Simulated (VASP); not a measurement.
# NaCu12 in VASP: relaxation of the atoms with PBE

Aim: the relaxation of the atoms of NaCu12 with PBE.

All numbers are computed with VASP 6.6.1; they aren't measurements. Logs are shortened: lines on timing, memory, paths and dates and some standing lists are left out, and cuts for length are marked.

## 1. The cell of the first run

The cell holds a slab with vacuum, 13 atoms: a = 5.132 Å, b = 5.132 Å, c = 19.028 Å, α = 90.00°, β = 90.00°, γ = 90.00°.

## 2. Relaxation of the atoms, PBE

File INCAR:

```
PREC = Accurate ; ENCUT = 520
EDIFF = 1E-7 ; ISMEAR = 0
SIGMA = 0.1 ; LREAL = False
LASPH = True ; NELM = 120
ALGO = Normal ; ISIF = 2
LWAVE = False ; LCHARG = False
LDIPOL = True ; IDIPOL = 3
DIPOL = 0.5 0.5 0.319 ; GGA = PE
IBRION = 2 ; NSW = 36
EDIFFG = -0.025 ; GGA_COMPAT = False
NELMIN = 4 ; NELMDL = -8
KPAR = 4
```

File KPOINTS:

```
regular mesh
0
Gamma
  5 5 1
```

File POSCAR:

```
NaCu12
1.0
    5.1319544654      0.0000000000      0.0000000000
    0.0000000000      5.1319544654      0.0000000000
    0.0000000000      0.0000000000     19.0279314150
Cu Na
12 1
Selective dynamics
Direct
    0.2500000000      0.2500000000      0.2102172807  F F F
    0.2500000000      0.7500000000      0.2102172807  F F F
    0.7500000000      0.2500000000      0.2102172807  F F F
    0.7500000000      0.7500000000      0.2102172807  F F F
    0.0000000000      0.0000000000      0.3029241254  F F F
    0.0000000000      0.5000000000      0.3029241254  F F F
    0.5000000000      0.0000000000      0.3029241254  F F F
    0.5000000000      0.5000000000      0.3029241254  F F F
    0.2500000000      0.2500000000      0.3956253179  F F F
    0.2500000000      0.7500000000      0.3956253179  F F F
    0.7500000000      0.2500000000      0.3956253179  F F F
    0.7500000000      0.7500000000      0.3956253179  F F F
    0.2500000000      0.5000000000      0.5170497166  F F T
```

Potentials or basis: VASP PAW PBE potentials, release 64 (Cu, Na_pv).

Started as:

```sh
$ cat potpaw_PBE.64/Cu/POTCAR potpaw_PBE.64/Na_pv/POTCAR > POTCAR
$ mpirun -np 4 vasp_std > vasp.out
```

OUTCAR:

```text
PREC = Accurate
   ENCUT = 520
   EDIFF = 1E-7
   ISMEAR = 0
   LREAL = False
   LASPH = True
   NELM = 120
   ISIF = 2
   GGA = PE
   IBRION = 2
   NSW = 36
   EDIFFG = -0.025
   NELMIN = 4
   NELMDL = -8

 ion  position               nearest neighbor table
   1  0.250  0.250  0.210-   5 2.53   6 2.53   7 2.53   8 2.53   2 2.57   3 2.57   2 2.57   3 2.57

   2  0.250  0.750  0.210-   5 2.53   6 2.53   7 2.53   8 2.53   1 2.57   4 2.57   1 2.57   4 2.57

   3  0.750  0.250  0.210-   5 2.53   6 2.53   7 2.53   8 2.53   1 2.57   4 2.57   4 2.57   1 2.57
[... 4 lines left out ...]
                             6 2.57   7 2.57   6 2.57   7 2.57
   6  0.000  0.500  0.303-   9 2.53  10 2.53  11 2.53  12 2.53   1 2.53   2 2.53   3 2.53   4 2.53
                             5 2.57   8 2.57   5 2.57   8 2.57
   7  0.500  0.000  0.303-   9 2.53  10 2.53  11 2.53  12 2.53   1 2.53   2 2.53   3 2.53   4 2.53
                             5 2.57   8 2.57   8 2.57   5 2.57
   8  0.500  0.500  0.303-   9 2.53  10 2.53  11 2.53  12 2.53   1 2.53   2 2.53   3 2.53   4 2.53
                             6 2.57   7 2.57   7 2.57   6 2.57
   9  0.250  0.250  0.396-   5 2.53   6 2.53   7 2.53   8 2.53  10 2.57  11 2.57  10 2.57  11 2.57
                            13 2.64
  10  0.250  0.750  0.396-   5 2.53   6 2.53   7 2.53   8 2.53   9 2.57  12 2.57   9 2.57  12 2.57
                            13 2.64
  11  0.750  0.250  0.396-   5 2.53   6 2.53   7 2.53   8 2.53   9 2.57  12 2.57  12 2.57   9 2.57

  12  0.750  0.750  0.396-   5 2.53   6 2.53   7 2.53   8 2.53  10 2.57  11 2.57  11 2.57  10 2.57

  13  0.250  0.500  0.517-   9 2.64  10 2.64

  LATTYP: Found a simple tetragonal cell.
 ALAT       =     5.1319544654
 C/A-ratio  =     3.7077358233

  Lattice vectors:

 A1 = (   5.1319544654,   0.0000000000,   0.0000000000)
 A2 = (   0.0000000000,   5.1319544654,   0.0000000000)
 A3 = (   0.0000000000,   0.0000000000,  19.0279314150)

Analysis of symmetry for initial positions (statically):
=====================================================================
 Subroutine PRICEL returns:
 Original cell was already a primitive cell.

 Routine SETGRP: Setting up the symmetry group for a
 simple tetragonal supercell.

 Subroutine GETGRP returns: Found  4 space group operations
 (whereof  2 operations were pure point group operations)
 out of a pool of 16 trial point group operations.

The static configuration has the point symmetry C_1h.
 The point group associated with its full space group is C_2v.

Analysis of symmetry for dynamics (positions and initial velocities):
=====================================================================
 Subroutine PRICEL returns:
 Original cell was already a primitive cell.

 Routine SETGRP: Setting up the symmetry group for a
 simple tetragonal supercell.

 Subroutine GETGRP returns: Found  4 space group operations
 (whereof  2 operations were pure point group operations)
 out of a pool of 16 trial point group operations.

The dynamic configuration has the point symmetry C_1h.
 The point group associated with its full space group is C_2v.

Analysis of constrained symmetry for selective dynamics:
=====================================================================
 Subroutine PRICEL returns:
 Original cell was already a primitive cell.

 Routine SETGRP: Setting up the symmetry group for a
 simple tetragonal supercell.

 Subroutine GETGRP returns: Found  4 space group operations
 (whereof  2 operations were pure point group operations)
 out of a pool of 16 trial point group operations.

The constrained configuration has the point symmetry C_1h.
 The point group associated with its full space group is C_2v.

 Subroutine INISYM returns: Found  4 space group operations
 (whereof  2 operations are pure point group operations),
 and found     1 'primitive' translations

----------------------------------------------------------------------------------------

                                     Primitive cell

  volume of cell :     501.1378

  direct lattice vectors                    reciprocal lattice vectors
     5.131954465  0.000000000  0.000000000     0.194857536  0.000000000  0.000000000
     0.000000000  5.131954465  0.000000000     0.000000000  0.194857536  0.000000000
[... 48 lines left out ...]
     0.000000000  0.038971507  0.000000000     0.000000000  0.200000000  0.000000000
     0.000000000  0.000000000  0.052554320     0.000000000  0.000000000  1.000000000

  Length of vectors
     0.038971507  0.038971507  0.052554320

  Shift w.r.t. Gamma in fractional coordinates (k-lattice)
     0.000000000  0.000000000  0.000000000

 Subroutine IBZKPT returns following result:
 ===========================================

 Found      9 irreducible k-points:

 Following reciprocal coordinates:
            Coordinates               Weight
  0.000000  0.000000  0.000000      1.000000
  0.200000  0.000000  0.000000      2.000000
  0.000000  0.200000  0.000000      2.000000
  0.400000  0.000000  0.000000      2.000000
  0.000000  0.400000  0.000000      2.000000
  0.200000  0.200000  0.000000      4.000000
  0.400000  0.200000  0.000000      4.000000
 -0.200000  0.400000  0.000000      4.000000
  0.400000  0.400000  0.000000      4.000000
   k-points           NKPTS =      9   k-points in BZ     NKDIM =      9   number of bands    NBANDS=     83
   number of dos      NEDOS =    301   number of ions     NIONS =     13
   total plane-waves  NPLWV = 230400
   dimension x,y,z NGX =    40 NGY =   40 NGZ =  144
   dimension x,y,z NGXF=    80 NGYF=   80 NGZF=  288
   ions per type =              12   1
   NGX,Y,Z   is equivalent  to a cutoff of  12.96, 12.96, 12.58 a.u.
   NGXF,Y,Z  is equivalent  to a cutoff of  25.92, 25.92, 25.16 a.u.
 SYSTEM =  unknown system
   PREC   = accura    normal or accurate (medium, high low for compatibility)
   ISTART =      0    job   : 0-new  1-cont  2-samecut
   ICHARG =      2    charge: 1-file 2-atom 10-const
   ISPIN  =      1    spin polarized calculation?
   LNONCOLLINEAR =      F non collinear calculations
   LSORBIT =      F    spin-orbit coupling
   LASPH  =      T    aspherical Exc in radial PAW
   ENCUT  =  520.0 eV  38.22 Ry    6.18 a.u.   9.54  9.54 35.38*2*pi/ulx,y,z
   NELM   =    120;   NELMIN=  4; NELMDL= -8     # of ELM steps
   EDIFF  = 0.1E-06   stopping-criterion for ELM
   LREAL  =      F    real-space projection
   EDIFFG = -.3E-01   stopping-criterion for IOM
   NSW    =     36    number of steps for IOM
   IBRION =      2    ionic relax: 0-MD 1-quasi-New 2-CG
   NFREE  =      1    steps in history (QN), initial steepest desc. (CG)
   ISIF   =      2    stress and relaxation
   ISYM   =      2    0-nonsym 1-usesym 2-fastsym
   POTIM  = 0.5000    time-step for ionic-motion
   TEBEG  =    0.0;   TEEND  =   0.0 temperature during run
   PSTRESS=    0.0 pullay stress
   NELECT =     139.0000    total number of electrons
   NUPDOWN=      -1.0000    fix difference up-down
   EMIN   =  10.00;   EMAX   =-10.00  energy-range for DOS
   EFERMI =   0.00;   METHOD = LEGACY
   ISMEAR =     0;   SIGMA  =   0.10  broadening in eV -4-tet -1-fermi 0-gaus
   EFERMI_NEDOS =   21; number of points for ismear=-14 and -15
   IALGO  =     38    algorithm
   IMIX   =      4    mixing-type and parameters
     AMIX     =   0.40;   BMIX     =  1.00
     AMIX_MAG =   1.60;   BMIX_MAG =  1.00
  volume/ion in A,a.u.               =      38.55       260.14
  Fermi-wavevector in a.u.,A,eV,Ry     =   1.067646  2.017559 15.508852  1.139868
  Thomas-Fermi vector in A             =   2.203269
   LORBIT       =      0    0 simple, 1 ext, 2 COOP (PROOUT), +10 PAW based schemes
   GGA     = PE    functional components
   LHFCALC =     F    Hartree Fock is set to
   AEXX    =    0.0000 exact exchange contribution
   IVDW    =     0    specifies the selected vdW correction
   LEPSILON=     F    determine dielectric tensor
   LRPA    =     F    only Hartree local field effects (RPA)
 conjugate gradient relaxation of ions
 non-spin polarized calculation
 Gauss-broadening in eV      SIGMA  =   0.10
  energy-cutoff  :      520.00
  volume of cell :      501.14
 maximum number of plane-waves:     13595
 NGX is ok and might be reduce to    40
   NGX = 19   NGY = 19   NGZ = 71

--------------------------------------- Ionic step        1  -------------------------------------------

 number of electron     138.9999794 magnetization

 Free energy of the ion-electron system (eV)
  ---------------------------------------------------
  ext. energy  EPLUGINS =         0.00000000
  ---------------------------------------------------
  free energy    TOTEN  =       -41.71674283 eV

  energy without entropy =      -41.68607864  energy(sigma->0) =      -41.70141073

------------------------ aborting loop because EDIFF is reached ----------------------------------------

  FORCE on cell =-STRESS in cart. coord.  units (eV):
  Direction    XX          YY          ZZ          XY          YZ          ZX
  --------------------------------------------------------------------------------------
  -------------------------------------------------------------------------------------
  Total       -4.8029915     -4.0891985      1.9439057      0.0000000      0.0000000      0.0000000
  in kB      -15.3555451    -13.0734923      6.2148209      0.0000000      0.0000000      0.0000000
  external PRESSURE =      -7.4047388 kB  Pullay stress =       0.0000000 kB
[... 175 lines left out ...]
--------------------------------------- Ionic step        5  -------------------------------------------

 number of electron     138.9999794 magnetization

 dipolmoment           0.000000      0.000000     -0.386017 electrons x Angstroem

 Free energy of the ion-electron system (eV)
  ---------------------------------------------------
  ext. energy  EPLUGINS =         0.00000000
  ---------------------------------------------------
  free energy    TOTEN  =       -41.73780586 eV

  energy without entropy =      -41.70928653  energy(sigma->0) =      -41.72354620

 E-fermi :  -0.0453     XC(G=0):  -5.1446

 val. band max:       -0.1032733567   @ k =   0.0000   0.0000   0.0000
 cond. band min:      -0.0410546405   @ k =   0.2000   0.0000   0.0000
 fundamental gap:      0.0622187162
 Fermi energy:        -0.0452831792

 k-point     1 :       0.0000    0.0000    0.0000
  band No.  band energies     occupation
      1     -25.3184      2.00000
      2     -25.3029      2.00000
      3     -25.2928      2.00000
      4      -8.4568      2.00000
      5      -5.9462      2.00000
      6      -4.9237      2.00000
[... 745 lines left out ...]
     80       4.3965      0.00000
     81       4.6634      0.00000
 [bands above 81 left out]

------------------------ aborting loop because EDIFF is reached ----------------------------------------

 vacuum level on the upper side and lower side of the slab       (xc-potential included)        -1.782         0.962

  FORCE on cell =-STRESS in cart. coord.  units (eV):
  Direction    XX          YY          ZZ          XY          YZ          ZX
  --------------------------------------------------------------------------------------
  -------------------------------------------------------------------------------------
  Total       -4.8334395     -4.3628291      1.0293899      0.0000000      0.0000000      0.0000000
  in kB      -15.4528897    -13.9483108      3.2910412      0.0000000      0.0000000      0.0000000
  external PRESSURE =      -8.7033864 kB  Pullay stress =       0.0000000 kB
[... 28 lines left out ...]
  FREE ENERGIE OF THE ION-ELECTRON SYSTEM (eV)
  ---------------------------------------------------
  free  energy   TOTEN  =       -41.7378058643 eV

  energy  without entropy=      -41.7092865273  energy(sigma->0) =      -41.72354620

 reached required accuracy - stopping structural energy minimisation

 vacuum level on the upper side and lower side of the slab         1.358         4.174
```

Run time: 28 min. Hardware: 4 MPI ranks of Intel Xeon Platinum 8259CL at 2.50GHz (Skylake/Cascade Lake), shared host; peak memory 0.75 GiB.

Results:

```
Free energy               : -41.7378 eV
Energy gained by relaxing : 1.6 meV/atom
Ionic steps               : 5
Band gap on the k mesh    : zero (an odd number of electrons rules out a gap without spin polarisation)
```

The path:
| step | energy change (eV) | largest force on free atoms (eV/Å) | pressure (GPa) |
| --- | --- | --- | --- |
| 1 | 0.0000 | 0.3636 | -0.74 |
| 2 | -0.0058 | 0.3046 | -0.77 |
| 3 | -0.0175 | 0.1417 | -0.82 |
| 4 | -0.0177 | 0.1248 | -0.91 |
| 5 | -0.0211 | 0.0095 | -0.87 |

Final structure:
```xyz
13
Lattice="5.1320 0.0000 0.0000 0.0000 5.1320 0.0000 0.0000 0.0000 19.0279" Properties=species:S:1:pos:R:3 pbc="T T T"
Cu    1.2830    1.2830    4.0000
Cu    1.2830    3.8490    4.0000
Cu    3.8490    1.2830    4.0000
Cu    3.8490    3.8490    4.0000
Cu    0.0000    0.0000    5.7640
Cu    0.0000    2.5660    5.7640
Cu    2.5660    0.0000    5.7640
Cu    2.5660    2.5660    5.7640
Cu    1.2830    1.2830    7.5279
Cu    1.2830    3.8490    7.5279
Cu    3.8490    1.2830    7.5279
Cu    3.8490    3.8490    7.5279
Na    1.2830    2.5660    9.9645
```

Levels at points of the mesh, in eV from the Fermi level:
```tsv
k point	band 66	band 67	band 68	band 69	band 70	band 71	band 72	band 73	band 74	band 75
(0.00, 0.00, 0.00)	-1.13	-0.23	-0.23	-0.19	-0.18	-0.06	-0.06	0.14	1.23	2.55
```

The gap in the log of VASP goes by the Fermi energy; the results here count the filled bands.